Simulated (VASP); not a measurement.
Here is a VASP 6.6.1 calculation.

Contents of INCAR:

```
PREC = Accurate ; ENCUT = 650
EDIFF = 1E-8 ; ISMEAR = -1
SIGMA = 0.03 ; LREAL = F
LASPH = T ; NELM = 120
ALGO = Normal ; ISIF = 2
LWAVE = F ; LCHARG = F
GGA = PS ; LEFG = T
NBANDS = 13 ; GGA_COMPAT = F
```

KPOINTS

```
Automatic mesh
0
Gamma
  9 9 9
```

POSCAR

```
Li2O
1.0
    0.0000000000      2.3547958134      2.3547958134
    2.3547958134      0.0000000000      2.3547958134
    2.3547958134      2.3547958134      0.0000000000
Li O
2 1
Direct
    0.2500000000      0.2500000000      0.2500000000
    0.7500000000      0.7500000000      0.7500000000
    0.0000000000      0.0000000000      0.0000000000
```

Potentials or basis: VASP PAW PBE potentials, release 64 (Li_sv, O).

Launch:

```sh
$ cat potpaw_PBE.64/Li_sv/POTCAR potpaw_PBE.64/O/POTCAR > POTCAR
$ mpirun -np 1 vasp_std > vasp.out
```

**Question.** What does it give for the band gap on the k mesh?

**Answer.** 4.76 eV, direct.

**Question.** What does it give for the pressure?

**Answer.** -6.2 GPa.

Caveat: without QUAD_EFG the Cq values of the log hold for a quadrupole moment of 1 mb, not for the nuclei; the PAW data sets were made with another functional, which shifts forces and pressure a little. A k mesh can miss the band edges.
